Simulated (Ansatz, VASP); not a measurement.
One calculation of Si, two programs

The input POSCAR:

```
Si
1.0
   -2.4069428891      2.4069428891      1.3292653899
    2.4069428891     -2.4069428891      1.3292653899
    2.4069428891      2.4069428891     -1.3292653899
Si
2
Direct
    0.2500000000      0.7500000000      0.5000000000
    0.5000000000      0.5000000000      0.0000000000
```

Contents of INCAR.step1:

```
SYSTEM = Si
ALGO = Normal
EDIFF = 1E-4
ENCUT = 520
GGA = PE
ISMEAR = -1
LASPH = .True.
LCHARG = .False.
LREAL = .False.
LWAVE = .True.
NBANDS = 11
NELM = 100
PREC = Accurate
SIGMA = 0.08
```

File INCAR.step2:

```
SYSTEM = Si
ALGO = Normal
EDIFF = 1E-8
ENCUT = 520
ISIF = 2
ISMEAR = -1
ISTART = 1
LASPH = .True.
LCHARG = .False.
LEFG = .True.
LMIXTAU = .True.
LREAL = .False.
LWAVE = .False.
METAGGA = R2SCAN
NBANDS = 11
NELM = 100
PREC = Accurate
SIGMA = 0.08
```

The input KPOINTS:

```
k-points
0
Gamma
  16 16 16
  0 0 0
```

Input for Ansatz:

```yaml
crystal:
  lattice:
    - [-2.4069428891, 2.4069428891, 1.3292653899]
    - [2.4069428891, -2.4069428891, 1.3292653899]
    - [2.4069428891, 2.4069428891, -1.3292653899]
  atoms:
    - { symbol: Si, position: [0.25, 0.75, 0.5] }
    - { symbol: Si, position: [0.5, 0.5, 0.0] }
kpoints:
  mp_grid: { grid: [16, 16, 16] }
scf:
  occupations: { method: fermi_dirac, width: 0.08 }
hamiltonian:
  xc: r2scan
  pseudopotentials: { kind: paw }
output:
  forces: true
  stress: true
  eigenvalues: true
  efg: { contact_densities: true }
```

Change from the starting cell: x and y stretched by +1.5 %, z held, PAW files.

Alike in both runs: task electric field gradients; functional r2SCAN; k mesh 16 × 16 × 16; occupations fermi-dirac, width 0.08 eV; no spin polarisation.

|  | VASP | Ansatz |
| --- | --- | --- |
| version | VASP 6.6.1 | Ansatz 0.2.0 |
| potentials or method | VASP PAW PBE potentials, release 64 (Si) | PAW with Ansatz's default frozen-core files, scalar-relativistic |
| plane-wave cutoff (eV) | 520 | 500 |
| valence electrons in the cell | 8 | 8 |

Ansatz gave:

- pressure (GPa): -1.0
- traceless stress, the component that is largest in VASP (GPa): 0.31
- size of Vzz on the site where it differs most (V/Å²): 17.7

Q: What did VASP give for the same quantities?

A: Pressure (GPa): -1.1; traceless stress, the component that is largest in VASP (GPa): 0.39; size of Vzz on the site where it differs most (V/Å²): 17.7.

VASP's potentials were made for PBE, not for r2SCAN.
